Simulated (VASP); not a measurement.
Te2Mo, 3 atoms in the cell. The cell holds a slab with vacuum, 3 atoms: a = 3.560 Å, b = 3.560 Å, c = 17.524 Å, α = 90.00°, β = 90.00°, γ = 120.00°.  This cell differs from its parent crystal: all Te atoms moved +0.100 Å, as atom 1 towards its neighbour atom 3 (Mo) at 2.726 Å.

| Quantity | Value |
| --- | --- |
| Program | VASP 6.6.1 |
| Task | single point |
| Functional | r2SCAN |
| Potentials or basis | VASP PAW PBE potentials, release 64 (Te, Mo_sv) |
| Cutoff | 520 eV |
| k mesh | 12 × 12 × 2 |
| Occupations | gaussian, width 0.05 eV |
| Spin | no spin polarisation |
| Dipole correction | no |
| Further INCAR settings | ALGO = Normal; EDIFF = 1e-06; NBANDS = 20 |

Potentials or basis: VASP PAW PBE potentials, release 64 (Te, Mo_sv).

Launch:

```console
$ cat potpaw_PBE.64/Te/POTCAR potpaw_PBE.64/Mo_sv/POTCAR > POTCAR
$ cp INCAR.step1 INCAR
$ mpirun -np 1 vasp_std > vasp.out
$ cp INCAR.step2 INCAR
$ mpirun -np 1 vasp_std > vasp.out
```

Hardware: 1 thread of Oxide Virtual Turin-like Processor, with other jobs on the host.

Q: Estimate the wall time of this run.

A: Wall time 37 min on 1 thread of Oxide Virtual Turin-like Processor, on a shared host, peak memory 0.55 GiB. Counts: k points 86.
